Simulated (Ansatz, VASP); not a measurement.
**Two plane-wave programs on Ba**

```xyz
1
Lattice="-2.5125 2.5125 2.5125 2.5125 -2.5125 2.5125 2.5125 2.5125 -2.5125" Properties=species:S:1:pos:R:3 pbc="T T T"
Ba    0.0000    0.0000    0.0000
```

Alike in both runs: task single point; functional RPBE; k mesh 6 × 6 × 6; occupations gaussian, width 0.1 eV; no spin polarisation.

|  | VASP | Ansatz |
| --- | --- | --- |
| version | VASP 6.6.1 | Ansatz 0.2.0 |
| potentials or method | VASP PAW PBE potentials, release 64 (Ba_sv), cutoff 520 eV | scalar-relativistic, plane waves, PAW |
| valence electrons in the cell | 10 | 10 |

|  | VASP | Ansatz | Ansatz less VASP |
| --- | --- | --- | --- |
| gap on the k mesh at the Fermi level (eV) | none | none | - |
| pressure (GPa) | 0.8 | 0.8 | -0.06 |

VASP's potentials were made for PBE, not for RPBE. A gap of «none» marks a metal or a gap that the smearing closes. The functional is the same, so the differences come from potentials, cutoffs and numerics.

Neither program's run includes spin-orbit coupling.
